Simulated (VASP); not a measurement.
Nb:

```
Nb
1.0
     2.94032    0.00000    0.00000
    -1.47016    2.54639    0.00000
     0.00000    0.00000    4.80154
Nb
2
Direct
  0.33333 0.66667 0.25000
  0.66667 0.33333 0.75000
```

| Quantity | Value |
| --- | --- |
| Program | VASP 6.6.1 |
| Task | relaxation of cell and atoms |
| Functional | RPBE |
| Potentials or basis | VASP PAW PBE potentials, release 64 (Nb_sv) |
| Cutoff | 600 eV |
| k mesh | 12 × 12 × 7 |
| Occupations | fermi-dirac, width 0.1 eV |
| Spin | no spin polarisation |

At the start: pressure 9.3 GPa; volume 17.98 Å³/atom.

Question: How do energy, volume and symmetry change on relaxing?

Answer: Over 10 steps the energy falls by 81.4 meV/atom and the volume is 18.98 Å³/atom (+5.6 %); space group P6_3/mmc (No. 194, to 0.05 Å).

Step by step:
```csv
step,energy change (eV),largest force (eV/Å),pressure (GPa),volume (Å³)
1,0.0000,0.0000,9.28,35.95
2,0.0358,0.0000,-12.17,41.62
3,-0.0804,0.0000,-1.91,38.42
4,-0.1428,0.0000,-2.04,38.43
5,-0.1600,0.0000,-1.77,38.40
6,-0.1605,0.0000,-1.67,38.39
7,-0.1563,0.0000,3.01,37.27
8,-0.1627,0.0000,-0.01,37.97
9,-0.1627,0.0000,0.00,37.97
10,-0.1627,0.0000,0.03,37.96
```

Final structure:
```cif
data_structure
_symmetry_space_group_name_H-M 'P 1'
_symmetry_Int_Tables_number 1
_cell_length_a 2.8845
_cell_length_b 2.8845
_cell_length_c 5.2677
_cell_angle_alpha 90.000
_cell_angle_beta 90.000
_cell_angle_gamma 120.000
_cell_volume 37.96
loop_
_atom_site_label
_atom_site_type_symbol
_atom_site_fract_x
_atom_site_fract_y
_atom_site_fract_z
_atom_site_occupancy
Nb1 Nb 0.33333 0.66667 0.25000 1
Nb2 Nb 0.66667 0.33333 0.75000 1
```

Caveat: the PAW data sets were made with another functional, which shifts forces and pressure a little.
